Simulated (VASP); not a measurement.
# Ti16O in VASP: a series of runs

Ti16O is run at these levels: PBE; tasks: single point.

Everything below comes from runs of VASP 6.6.1. Logs are shortened: lines on timing, memory, paths and dates and some standing lists are left out, and cuts for length are marked.

### 1 The cell of the first run

The cell holds a slab with vacuum, 17 atoms: a = 6.511 Å, b = 6.511 Å, c = 20.179 Å, α = 90.00°, β = 90.00°, γ = 90.00°.

### 2 Single point, PBE

The input, INCAR:

```
ALGO = Normal
DIPOL = 0.5 0.5 0.327
EDIFF = 1E-7
ENCUT = 520
GGA = PE
IDIPOL = 3
ISIF = 2
ISMEAR = 0
LASPH = True
LCHARG = False
LDIPOL = True
LREAL = Auto
LWAVE = False
NBANDS = 113
NELM = 100
PREC = Accurate
SIGMA = 0.1
```

The input, KPOINTS:

```
k-points
0
Gamma
  4 4 1
```

The input, POSCAR:

```
Ti16O
1.0
    6.5106718524      0.0000000000      0.0000000000
    0.0000000000      6.5106718524      0.0000000000
    0.0000000000      0.0000000000     20.1793683656
Ti O
16 1
Direct
    0.2500000000      0.2500000000      0.1982222599
    0.2500000000      0.7500000000      0.1982222599
    0.7500000000      0.2500000000      0.1982222599
    0.7500000000      0.7500000000      0.1982222599
    0.0000000000      0.0000000000      0.2788822654
    0.0000000000      0.5000000000      0.2788822654
    0.5000000000      0.0000000000      0.2788822654
    0.5000000000      0.5000000000      0.2788822654
    0.2500000000      0.2500000000      0.3551865505
    0.2500000000      0.7500000000      0.3551865505
    0.7500000000      0.2500000000      0.3551865505
    0.7500000000      0.7500000000      0.3551865505
    0.0000000000      0.0000000000      0.4301110029
    0.0000000000      0.5000000000      0.4301110029
    0.5000000000      0.0000000000      0.4301110029
    0.5000000000      0.5000000000      0.4301110029
    0.0000000000      0.0000000000      0.5132078482
```

Potentials or basis: VASP PAW PBE potentials, release 64 (Ti_sv, O).

On the command line:

```sh
$ cat potpaw_PBE.64/Ti_sv/POTCAR potpaw_PBE.64/O/POTCAR > POTCAR
$ mpirun -np 1 vasp_std > vasp.out
```

OUTCAR:

```text
EDIFF = 1E-7
   ENCUT = 520
   GGA = PE
   ISIF = 2
   ISMEAR = 0
   LASPH = True
   LREAL = Auto
   NELM = 100
   PREC = Accurate

 ion  position               nearest neighbor table
   1  0.250  0.250  0.198-   5 2.82   6 2.82   7 2.82   8 2.82
   2  0.250  0.750  0.198-   5 2.82   6 2.82   7 2.82   8 2.82
   3  0.750  0.250  0.198-   5 2.82   6 2.82   7 2.82   8 2.82
   4  0.750  0.750  0.198-   5 2.82   6 2.82   7 2.82   8 2.82
   5  0.000  0.000  0.279-   9 2.77  10 2.77  11 2.77  12 2.77   1 2.82   2 2.82   3 2.82   4 2.82
[... 11 lines left out ...]
  11  0.750  0.250  0.355-  13 2.75  14 2.75  15 2.75  16 2.75   5 2.77   6 2.77   7 2.77   8 2.77

  12  0.750  0.750  0.355-  13 2.75  14 2.75  15 2.75  16 2.75   5 2.77   6 2.77   7 2.77   8 2.77

  13  0.000  0.000  0.430-  17 1.68  10 2.75  11 2.75  12 2.75   9 2.75
  14  0.000  0.500  0.430-   9 2.75  10 2.75  11 2.75  12 2.75
  15  0.500  0.000  0.430-   9 2.75  10 2.75  11 2.75  12 2.75
  16  0.500  0.500  0.430-   9 2.75  10 2.75  11 2.75  12 2.75
  17  0.000  0.000  0.513-  13 1.68

  LATTYP: Found a simple tetragonal cell.
 ALAT       =     6.5106718524
 C/A-ratio  =     3.0994294941

  Lattice vectors:

 A1 = (   6.5106718524,   0.0000000000,   0.0000000000)
 A2 = (   0.0000000000,   6.5106718524,   0.0000000000)
 A3 = (   0.0000000000,   0.0000000000,  20.1793683656)

Analysis of symmetry for initial positions (statically):
=====================================================================
 Subroutine PRICEL returns:
 Original cell was already a primitive cell.

 Routine SETGRP: Setting up the symmetry group for a
 simple tetragonal supercell.

 Subroutine GETGRP returns: Found  8 space group operations
 (whereof  8 operations were pure point group operations)
 out of a pool of 16 trial point group operations.

The static configuration has the point symmetry C_4v.

Analysis of symmetry for dynamics (positions and initial velocities):
=====================================================================
 Subroutine PRICEL returns:
 Original cell was already a primitive cell.

 Routine SETGRP: Setting up the symmetry group for a
 simple tetragonal supercell.

 Subroutine GETGRP returns: Found  8 space group operations
 (whereof  8 operations were pure point group operations)
 out of a pool of 16 trial point group operations.

The dynamic configuration has the point symmetry C_4v.

 Subroutine INISYM returns: Found  8 space group operations
 (whereof  8 operations are pure point group operations),
 and found     1 'primitive' translations

[... 121 lines left out ...]
   EFERMI_NEDOS =   21; number of points for ismear=-14 and -15
   IALGO  =     38    algorithm
   IMIX   =      4    mixing-type and parameters
     AMIX     =   0.40;   BMIX     =  1.00
     AMIX_MAG =   1.60;   BMIX_MAG =  1.00
  volume/ion in A,a.u.               =      50.32       339.55
  Fermi-wavevector in a.u.,A,eV,Ry     =   1.005179  1.899513 13.747126  1.010385
  Thomas-Fermi vector in A             =   2.137842
   LORBIT       =      0    0 simple, 1 ext, 2 COOP (PROOUT), +10 PAW based schemes
   GGA     = PE    functional components
   LHFCALC =     F    Hartree Fock is set to
   AEXX    =    0.0000 exact exchange contribution
   IVDW    =     0    specifies the selected vdW correction
   LEPSILON=     F    determine dielectric tensor
   LRPA    =     F    only Hartree local field effects (RPA)
 non-spin polarized calculation
 Gauss-broadening in eV      SIGMA  =   0.10
  energy-cutoff  :      520.00
  volume of cell :      855.38
 maximum number of plane-waves:     23060
   NGX = 25   NGY = 25   NGZ = 75

 dipolmoment           0.000000      0.000000     -0.026244 electrons x Angstroem

 number of electron     198.0000085 magnetization

 dipolmoment           0.000000      0.000000      0.305742 electrons x Angstroem

 Free energy of the ion-electron system (eV)
  ---------------------------------------------------
  ext. energy  EPLUGINS =         0.00000000
  ---------------------------------------------------
  free energy    TOTEN  =      -123.51023774 eV

  energy without entropy =     -123.32685197  energy(sigma->0) =     -123.41854485

 E-fermi :   0.2250     XC(G=0):  -4.7993

 val. band max:        0.2213933631   @ k =   0.2500   0.0000   0.0000
 cond. band min:       0.2426265341   @ k =   0.2500   0.2500   0.0000
 fundamental gap:      0.0212331710
 Fermi energy:         0.2249789116

 k-point     1 :       0.0000    0.0000    0.0000
  band No.  band energies     occupation
      1     -56.8396      2.00000
      2     -56.8255      2.00000
      3     -56.8255      2.00000
      4     -56.8157      2.00000
      5     -56.7253      2.00000
      6     -56.7203      2.00000
[... 673 lines left out ...]
    110       0.8949      0.00000
    111       0.8952      0.00000
 [bands above 111 left out]

------------------------ aborting loop because EDIFF is reached ----------------------------------------

 vacuum level on the upper side and lower side of the slab       (xc-potential included)         0.620        -0.715

  FORCE on cell =-STRESS in cart. coord.  units (eV):
  Direction    XX          YY          ZZ          XY          YZ          ZX
  --------------------------------------------------------------------------------------
  -------------------------------------------------------------------------------------
  Total      -10.0777602    -10.0777602     -1.9247954      0.0000000      0.0000000     -0.0000000
  in kB      -18.8762370    -18.8762370     -3.6052549      0.0000000      0.0000000     -0.0000000
  external PRESSURE =     -13.7859096 kB  Pullay stress =       0.0000000 kB

 VOLUME and BASIS-vectors are now :
 -----------------------------------------------------------------------------
  energy-cutoff  :      520.00
  volume of cell :      855.38
      direct lattice vectors                 reciprocal lattice vectors
     6.510671852  0.000000000  0.000000000     0.153593980  0.000000000  0.000000000
     0.000000000  6.510671852  0.000000000     0.000000000  0.153593980  0.000000000
     0.000000000  0.000000000 20.179368366     0.000000000  0.000000000  0.049555565

 POSITION                                       TOTAL-FORCE (eV/Angst)
 -----------------------------------------------------------------------------------
      1.62767      1.62767      4.00000        -0.011695     -0.011695      0.590108
      1.62767      4.88300      4.00000        -0.011695      0.011695      0.590108
      4.88300      1.62767      4.00000         0.011695     -0.011695      0.590108
      4.88300      4.88300      4.00000         0.011695      0.011695      0.590108
      0.00000      0.00000      5.62767         0.000000      0.000000     -0.935619
      0.00000      3.25534      5.62767         0.000000      0.000000     -0.439192
[... 9 lines left out ...]
      3.25534      3.25534      8.67937         0.000000      0.000000     -0.403698
      0.00000      0.00000     10.35621         0.000000      0.000000      0.223501
 -----------------------------------------------------------------------------------
    total drift:                                0.000000      0.000000      0.137003

  FREE ENERGIE OF THE ION-ELECTRON SYSTEM (eV)
  ---------------------------------------------------
  free  energy   TOTEN  =      -123.5102377391 eV

  energy  without entropy=     -123.3268519702  energy(sigma->0) =     -123.41854485

 vacuum level on the upper side and lower side of the slab         4.741         3.371
```

Wall time 31 min (1 thread of Oxide Virtual Turin-like, shared host); peak memory 0.85 GiB.

What came out:

| Property | Result |
| --- | --- |
| Free energy | -123.5102 eV |
| Largest force | 1.530 eV/Å |
| Band gap on the k mesh | zero (bands 99 and 100 overlap by 0.13 eV) |

Forces in eV/Å, atoms in the order of the input:
```
Ti  -0.012 -0.012  0.590
Ti  -0.012  0.012  0.590
Ti   0.012 -0.012  0.590
Ti   0.012  0.012  0.590
Ti   0.000  0.000 -0.936
Ti   0.000  0.000 -0.439
Ti   0.000  0.000 -0.439
Ti   0.000  0.000 -0.483
Ti   0.476  0.476 -0.410
Ti   0.476 -0.476 -0.410
Ti  -0.476  0.476 -0.410
Ti  -0.476 -0.476 -0.410
Ti   0.000  0.000  1.530
Ti   0.000  0.000  0.113
Ti   0.000  0.000  0.113
Ti   0.000  0.000 -0.404
O    0.000  0.000  0.224
```

Levels at points of the mesh, in eV from the Fermi level:
```tsv
k point	band 96	band 97	band 98	band 99	band 100	band 101	band 102	band 103
(0.00, 0.00, 0.00)	-0.17	-0.17	-0.15	0.03	0.03	0.21	0.36	0.56
(0.50, 0.00, 0.00)	-0.31	0.04	0.05	0.09	0.13	0.17	0.23	0.24
(0.50, 0.50, 0.00)	-0.39	-0.15	-0.15	-0.13	-0.04	-0.04	-0.03	-0.01
```

### 3 Single point, PBE

The input, INCAR:

```
PREC = Accurate
ENCUT = 520
EDIFF = 1E-6
ISMEAR = 0
SIGMA = 0.1
LREAL = Auto
LASPH = True
NELM = 100
ALGO = Normal
ISIF = 2
LWAVE = False
LCHARG = False
LDIPOL = True
IDIPOL = 3
DIPOL = 0.5 0.5 0.324
GGA = PE
NBANDS = 113
```

The input, KPOINTS:

```
regular mesh
0
Gamma
  4 4 1
```

POSCAR, as its differences from that of step 2:

```diff
@@ -24,2 +24,2 @@
     0.5000000000      0.5000000000      0.4301110029
-    0.0000000000      0.0000000000      0.5132078482
+    0.2500000000      0.2500000000      0.4539467330
```

Potentials or basis: VASP PAW PBE potentials, release 64 (Ti_sv, O).

On the command line:

```sh
$ cat potpaw_PBE.64/Ti_sv/POTCAR potpaw_PBE.64/O/POTCAR > POTCAR
$ mpirun -np 1 vasp_std > vasp.out
```

It took 54 min on 1 thread of Oxide Virtual Turin-like, shared host; peak memory 0.85 GiB.

The run converged. Its results:

```yaml
Free_energy: -125.5462 eV
Largest_force: 1.070 eV/Å
Band_gap_on_the_k_mesh: zero (bands 99 and 100 overlap by 0.14 eV)
```

Forces in eV/Å, atoms in the order of the input:
```
Ti   0.000  0.000  0.564
Ti   0.000  0.000  0.492
Ti   0.000  0.000  0.492
Ti   0.000  0.000  0.461
Ti  -0.026 -0.026 -0.509
Ti  -0.026  0.026 -0.509
Ti   0.026 -0.026 -0.509
Ti   0.026  0.026 -0.509
Ti   0.000  0.000 -1.070
Ti   0.000  0.000 -0.097
Ti   0.000  0.000 -0.097
Ti   0.000  0.000 -0.076
Ti   0.422  0.422  0.331
Ti   0.422 -0.422  0.331
Ti  -0.422  0.422  0.331
Ti  -0.422 -0.422  0.331
O    0.000  0.000  0.045
```

Levels at points of the mesh, in eV from the Fermi level:
```csv
k point,band 95,band 96,band 97,band 98,band 99,band 100,band 101,band 102,band 103,band 104
"(0.00, 0.00, 0.00)",-0.23,-0.16,-0.16,-0.02,-0.02,0.08,0.22,0.34,0.35,0.35
"(0.50, 0.00, 0.00)",-0.38,-0.09,-0.02,0.06,0.08,0.09,0.11,0.15,0.19,0.29
"(0.50, 0.50, 0.00)",-0.58,-0.30,-0.19,-0.17,-0.17,-0.07,-0.04,-0.01,-0.01,0.09
```

The gap in the log of VASP goes by the Fermi energy; the results here count the filled bands.